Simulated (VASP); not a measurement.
Set up this calculation in VASP 6.6.1, as the native input.

- Task: single point
- Functional: PBE
- Potentials or basis: VASP PAW PBE potentials, release 64 (Be, Se)
- Cutoff: 600 eV
- k mesh: 8 × 8 × 8
- Occupations: gaussian, width 0.02 eV
- Spin: no spin polarisation
- Dipole correction: no
- Further INCAR settings: ALGO = Normal; EDIFF = 1e-06; NBANDS = 11

The structure of BeSe lies in POSCAR:

```
BeSe
1.0
    0.0000000000      2.4431823000      2.4431823000
    2.4431823000      0.0000000000      2.4431823000
    2.4431823000      2.4431823000      0.0000000000
Be Se
1 1
Direct
    0.0000000000      0.0000000000      0.0000000000
    0.7500000000      0.7500000000      0.7500000000
```

This cell differs from its parent crystal: strained.

The input as run:

INCAR

```
ALGO = Normal ; EDIFF = 1E-6
ENCUT = 600 ; GGA = PE
GGA_COMPAT = F ; ISIF = 2
ISMEAR = 0 ; LASPH = T
LCHARG = T ; LELF = T
LREAL = F ; LVHAR = T
LWAVE = F ; NBANDS = 11
NELM = 120 ; PREC = Accurate
SIGMA = 0.02
```

KPOINTS

```
k-points
0
Gamma
  8 8 8
```

Potentials or basis: VASP PAW PBE potentials, release 64 (Be, Se).

Run with:

```console
$ cat potpaw_PBE.64/Be/POTCAR potpaw_PBE.64/Se/POTCAR > POTCAR
$ mpirun -np 1 vasp_std > vasp.out
```

Results of the run:

```json
{"Pressure": "18.6 GPa", "Band gap on the k mesh": "2.23 eV (least direct gap 4.94 eV)"}
```

Caveat: the cell differs from its parent crystal (strained); the cell stands under pressure.

Wall time 9.5 s on 1 thread of Intel(R) Xeon(R) Platinum 8375C CPU @ 2.90GHz (Ice Lake) (shared host), peak memory 0.16 GiB.
